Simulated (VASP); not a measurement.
Wanted: the native input for a VASP 6.6.1 run.

| Item | Value |
| --- | --- |
| Task | single point |
| Functional | PBE |
| Potentials or basis | VASP PAW PBE potentials, release 64 (Na_pv, W_sv, F) |
| Cutoff | 520 eV |
| k mesh | 6 × 6 × 4 |
| Occupations | gaussian, width 0.1 eV |
| Spin | no spin polarisation |
| Dipole correction | no |
| Further INCAR settings | ALGO = Normal; EDIFF = 1e-06; NBANDS = 26 |

The structure of NaWF2 lies in POSCAR:

```
NaWF2
1.0
    3.5870054500      0.0000000000      0.0000000000
   -1.7935027300      3.1064378500      0.0000000000
    0.0000000000      0.0000000000      6.1635861500
Na W F
1 1 2
Direct
    0.0000000000      0.0000000000      0.5000000000
    0.0000000000      0.0000000000      0.0000000000
    0.3333333300      0.6666666700      0.0000000000
    0.6666666700      0.3333333300      0.0000000000
```

The cell was generated, and may not be a known phase.

These files were run (other wordings do the same):

INCAR

```
SYSTEM = NaWF2
ALGO = Normal
EDIFF = 1E-6
ENCUT = 520
GGA = PE
ISIF = 2
ISMEAR = 0
LASPH = .True.
LCHARG = .False.
LREAL = .False.
LWAVE = .False.
NBANDS = 26
NELM = 100
PREC = Accurate
SIGMA = 0.1
```

KPOINTS

```
k-points
0
Gamma
  6 6 4
  0 0 0
```

Potentials or basis: VASP PAW PBE potentials, release 64 (Na_pv, W_sv, F).

Command:

```console
$ cat potpaw_PBE.64/Na_pv/POTCAR potpaw_PBE.64/W_sv/POTCAR potpaw_PBE.64/F/POTCAR > POTCAR
$ mpirun -np 1 vasp_std > vasp.out
```

Results of the run:

```yaml
Pressure: 16.1 GPa
Band_gap_on_the_k_mesh: zero (an odd number of electrons rules out a gap without spin polarisation)
```

Caveat: the stress differs along the axes, from 2 to 23 GPa; spin-orbit coupling is left out, which moves the levels of the heavy elements; an odd number of electrons without spin polarisation forces a metal; a magnetic or distorted state may lie lower.

Run time: 50 s on 1 thread of Oxide Virtual Turin-like Processor, with other jobs on the host, peak memory 0.16 GiB.
